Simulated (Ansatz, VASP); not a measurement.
# Two plane-wave programs on SnGe5

Contents of INCAR:

```
PREC     = Accurate       # precision mode
ENCUT    = 600            # plane-wave cutoff, eV
EDIFF    = 1E-7           # SCF threshold, eV
ISMEAR   = 0              # smearing method
SIGMA    = 0.1            # smearing width, eV
LREAL    = False          # projectors in reciprocal space
LASPH    = True           # aspherical terms in the spheres
NELM     = 100            # most SCF steps
ALGO     = Normal         # electronic algorithm
ISIF     = 3              # what is computed and relaxed
LWAVE    = False          # write WAVECAR
LCHARG   = False          # write CHGCAR
GGA      = PE             # functional
IBRION   = 2              # ionic algorithm
NSW      = 90             # ionic steps
EDIFFG   = -0.04          # ionic threshold
```

The input KPOINTS:

```
Automatic mesh
0
Gamma
  4 4 4
```

Contents of POSCAR:

```
SnGe5
1.0
    0.0000000000      4.1465495600      4.1465495600
    4.1465495600      0.0000000000      4.1465495600
    4.1465495600      4.1465495600      0.0000000000
Sn Ge
1 5
Direct
    0.0000000000      0.0000000000      0.0000000000
    0.5000000000      0.5000000000      0.5000000000
    0.3459475300      0.3459475300      0.3459475300
    0.3459475300      0.3459475300      0.9621574200
    0.3459475300      0.9621574200      0.3459475300
    0.9621574200      0.3459475300      0.3459475300
```

Input for Ansatz:

```yaml
crystal:
  lattice:
    - [0.0, 4.14654956, 4.14654956]
    - [4.14654956, 0.0, 4.14654956]
    - [4.14654956, 4.14654956, 0.0]
  atoms:
    - { symbol: Sn, position: [0.0, 0.0, 0.0] }
    - { symbol: Ge, position: [0.5, 0.5, 0.5] }
    - { symbol: Ge, position: [0.34594753, 0.34594753, 0.34594753] }
    - { symbol: Ge, position: [0.34594753, 0.34594753, 0.96215742] }
    - { symbol: Ge, position: [0.34594753, 0.96215742, 0.34594753] }
    - { symbol: Ge, position: [0.96215742, 0.34594753, 0.34594753] }
basis:
  ecutwfc: 420
kpoints:
  mp_grid: { grid: [4, 4, 4] }
hamiltonian:
  xc: pbe
scf:
  occupations: { method: gaussian, width: 0.1 }
  lower_state_search: "off"
output:
  forces: true
  stress: true
  eigenvalues: true
relax:
  adjacent_minimum: "off"
  f_tol: 0.04
  max_steps: 70
  cell: { stress_tol: 0.4 }
```

Alike in both runs: task relaxation of cell and atoms; functional PBE; k mesh 4 × 4 × 4; occupations gaussian, width 0.1 eV; no spin polarisation.

|  | VASP | Ansatz |
| --- | --- | --- |
| version | VASP 6.6.1 | Ansatz 0.2.0 |
| potentials or method | VASP PAW PBE potentials, release 64 (Sn_d, Ge_d), cutoff 600 eV | scalar-relativistic, plane waves, PAW |
| valence electrons in the cell | 84 | 84 |

|  | VASP | Ansatz | Ansatz less VASP |
| --- | --- | --- | --- |
| gap on the k mesh at the Fermi level, each at its own relaxed structure (eV) | none | none | - |
| relaxed volume (Å³/atom) | 33.29 | 33.16 | -0.129 |
| relaxed cell length with the largest relative difference (Å) | 6.561 | 6.553 | -0.0085 |

A gap of «none» marks a metal or a gap that the smearing closes.

Noted on VASP's run: the volume moved by over 15 % at a fixed basis, so the end points are rough.
